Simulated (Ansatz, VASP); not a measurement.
**One calculation of Sn, two programs**

The input POSCAR:

```
Sn
1.0
    0.0000000000      3.1896436215      3.1896436215
    3.1896436215      0.0000000000      3.1896436215
    3.1896436215      3.1896436215      0.0000000000
Sn
2
Direct
    0.7500000000      0.7500000000      0.7500000000
    0.5000000000      0.5000000000      0.5000000000
```

The input INCAR.step1:

```
ALGO = Normal
EDIFF = 1E-4
ENCUT = 520
GGA = PE
ISMEAR = -1
LASPH = T
LCHARG = F
LREAL = F
LWAVE = T
NBANDS = 21
NELM = 100
PREC = Accurate
SIGMA = 0.05
```

The input INCAR.step2:

```
ALGO = Normal
EDIFF = 1E-7
ENCUT = 520
ISIF = 2
ISMEAR = -1
ISTART = 1
IVDW = 12
LASPH = T
LCHARG = F
LMIXTAU = T
LREAL = F
LWAVE = F
METAGGA = R2SCAN
NBANDS = 21
NELM = 100
PREC = Accurate
SIGMA = 0.05
VDW_A1 = 0.49484001
VDW_A2 = 5.73083694
VDW_S6 = 1.0
VDW_S8 = 0.78981345
```

The input KPOINTS:

```
k-points
0
Gamma
  7 7 7
```

Contents of input.yaml:

```yaml
crystal:
  lattice:
    - [0.0, 3.1896436215, 3.1896436215]
    - [3.1896436215, 0.0, 3.1896436215]
    - [3.1896436215, 3.1896436215, 0.0]
  atoms:
    - { symbol: Sn, position: [0.75, 0.75, 0.75] }
    - { symbol: Sn, position: [0.5, 0.5, 0.5] }
hamiltonian:
  xc: r2scan
  pseudopotentials: { kind: paw }
  dispersion: d3bj
kpoints:
  mp_grid: { grid: [7, 7, 7] }
scf:
  occupations: { method: fermi_dirac, width: 0.05 }
output:
  forces: true
  stress: true
  eigenvalues: true
  write_density: true
  write_potential: true
  elf: true
  volumetric_format: npy
```

Alike in both runs: task single point; functional r2SCAN; dispersion D3(BJ); k mesh 7 × 7 × 7; occupations fermi-dirac, width 0.05 eV; no spin polarisation.

|  | VASP | Ansatz |
| --- | --- | --- |
| version | VASP 6.6.1 | Ansatz 0.2.0 |
| potentials or method | VASP PAW PBE potentials, release 64 (Sn_d) | Ansatz PAW |
| plane-wave cutoff (eV) | 520 | 500 |
| valence electrons in the cell | 28 | 28 |

VASP gave:

| Quantity | Value |
| --- | --- |
| gap on the k mesh at the Fermi level (eV) | none |
| pressure (GPa) | 3.8 |

Task: Estimate Ansatz's values.

Result: gap on the k mesh at the Fermi level (eV): none; pressure (GPa): 3.9.

VASP's potentials were made for PBE, not for r2SCAN. A gap of «none» marks a metal or a gap that the smearing closes.
